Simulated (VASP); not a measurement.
**CdS (Hawleyite): single point with PBE**

The system is CdS (Hawleyite).

```xyz
2
Lattice="0.0000 2.8969 2.8969 2.8969 0.0000 2.8969 2.8969 2.8969 0.0000" Properties=species:S:1:pos:R:3 pbc="T T T"
Cd    0.0000    0.0000    0.0000
S     1.4485    1.4485    1.4485
```

```
Program                : VASP 6.6.1
Task                   : single point
Functional             : PBE
Potentials or basis    : VASP PAW PBE potentials, release 64 (Cd, S)
Cutoff                 : 520 eV
k mesh                 : 6 × 6 × 6
Occupations            : gaussian, width 0.01 eV
Spin                   : no spin polarisation
Dipole correction      : no
Further INCAR settings : ALGO = Normal; EDIFF = 1e-06; NBANDS = 16
```

```json
{
  "Pressure": "4.6 GPa",
  "Band gap on the k mesh": "1.19 eV, direct"
}
```

Levels at points of the mesh, in eV from the valence-band top:
| k point | band 6 | band 7 | band 8 | band 9 | band 10 | band 11 | band 12 | band 13 |
| --- | --- | --- | --- | --- | --- | --- | --- | --- |
| (0.00, 0.00, 0.00) | -7.30 | 0.00 | 0.00 | 0.00 | 1.19 | 6.54 | 6.54 | 6.54 |
| (0.50, 0.00, 0.00) | -6.90 | -4.53 | -0.78 | -0.78 | 3.04 | 7.01 | 7.01 | 7.54 |
| (0.50, 0.50, 0.00) | -6.83 | -4.04 | -1.95 | -1.95 | 3.52 | 4.37 | 9.32 | 10.90 |

Run time: 17 s on 1 thread of Intel(R) Xeon(R) Platinum 8259CL CPU @ 2.50GHz (Skylake/Cascade Lake), on a shared host, peak memory 0.17 GiB.
